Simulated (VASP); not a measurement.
A run of VASP 6.6.1 is set up as follows.

File INCAR:

```
SYSTEM = PbF2
PREC     = Accurate       ! precision mode
ENCUT    = 600            ! plane-wave cutoff, eV
EDIFF    = 1E-7           ! SCF threshold, eV
ISMEAR   = -1             ! smearing method
SIGMA    = 0.05           ! smearing width, eV
LREAL    = .FALSE.        ! projectors in reciprocal space
LASPH    = .TRUE.         ! aspherical terms in the spheres
NELM     = 120            ! most SCF steps
ALGO     = Normal         ! electronic algorithm
ISIF     = 3              ! what is computed and relaxed
LWAVE    = .FALSE.        ! write WAVECAR
LCHARG   = .FALSE.        ! write CHGCAR
GGA      = PS             ! functional
IBRION   = 2              ! ionic algorithm
NSW      = 60             ! ionic steps
EDIFFG   = -0.01          ! ionic threshold
PSTRESS  = 20.0         
GGA_COMPAT= .FALSE.      
NELMIN   = 4
```

The input KPOINTS:

```
regular mesh
0
G
  8 8 8
  0 0 0
```

POSCAR

```
PbF2
1.0
    0.0000000000      2.9636600000      2.9636600000
    2.9636600000      0.0000000000      2.9636600000
    2.9636600000      2.9636600000      0.0000000000
Pb F
1 2
Direct
    0.0000000000      0.0000000000      0.0000000000
    0.7500000000      0.7500000000      0.7500000000
    0.2500000000      0.2500000000      0.2500000000
```

Potentials or basis: VASP PAW PBE potentials, release 64 (Pb_d, F).

The run is started by

```bash
$ cat potpaw_PBE.64/Pb_d/POTCAR potpaw_PBE.64/F/POTCAR > POTCAR
$ mpirun -np 1 vasp_std > vasp.out
```

(1) What does it give for the relaxed cell?

(2) Estimate the relaxed volume.

## Answers

(1) a = 4.133 Å, b = 4.133 Å, c = 4.133 Å, α = 60.00°, β = 60.00°, γ = 60.00°.

(2) 16.64 Å³/atom.

Caveat: the cell is relaxed towards a set pressure, so the run minimises the enthalpy, not the energy; the PAW data sets were made with another functional, which shifts forces and pressure a little.
